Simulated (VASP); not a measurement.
Set up this calculation in VASP 6.6.1, as the native input.

```yaml
Task: single point
Functional: PBE
Potentials_or_basis: VASP PAW PBE potentials, release 64 (Na_pv, F)
Cutoff: 520 eV
k_mesh: 8 × 8 × 8
Occupations: gaussian, width 0.05 eV
Spin: no spin polarisation
Dipole_correction: no
Further_INCAR_settings: ALGO = Normal; EDIFF = 1e-07; NBANDS = 14
```

The structure of NaF lies in POSCAR:

```
NaF
1.0
    0.0000000000      2.3233000000      2.3233000000
    2.3233000000      0.0000000000      2.3233000000
    2.3233000000      2.3233000000      0.0000000000
Na F
1 1
Direct
    0.0000000000      0.0000000000      0.0000000000
    0.5107605561      0.5107605561      0.4892394439
```

This cell differs from its parent crystal: all F atoms moved +0.050 Å, as atom 2 along Cartesian [0 0 1].

One way to write it, as run:

INCAR

```
SYSTEM = NaF
PREC = Accurate ; ENCUT = 520
EDIFF = 1E-7 ; ISMEAR = 0
SIGMA = 0.05 ; LREAL = .False.
LASPH = .True. ; NELM = 100
ALGO = Normal ; ISIF = 2
LWAVE = .False. ; LCHARG = .True.
GGA = PE ; LELF = .True.
LVHAR = .True. ; NBANDS = 14
```

KPOINTS

```
regular mesh
0
Gamma
  8 8 8
  0 0 0
```

Potentials or basis: VASP PAW PBE potentials, release 64 (Na_pv, F).

Command:

```bash
$ cat potpaw_PBE.64/Na_pv/POTCAR potpaw_PBE.64/F/POTCAR > POTCAR
$ mpirun -np 1 vasp_std > vasp.out
```

Results of the run:

| Quantity | Value |
| --- | --- |
| Pressure | 1.7 GPa |
| Largest force | 0.119 eV/Å |
| Band gap on the k mesh | 6.26 eV, direct |

Caveat: the cell differs from its parent crystal (all F atoms moved +0.050 Å, as atom 2 along Cartesian [0 0 1]).

Wall time 8.4 s on 1 thread of Intel(R) Xeon(R) Platinum 8488C (Sapphire Rapids), on a shared host, peak memory 0.14 GiB.
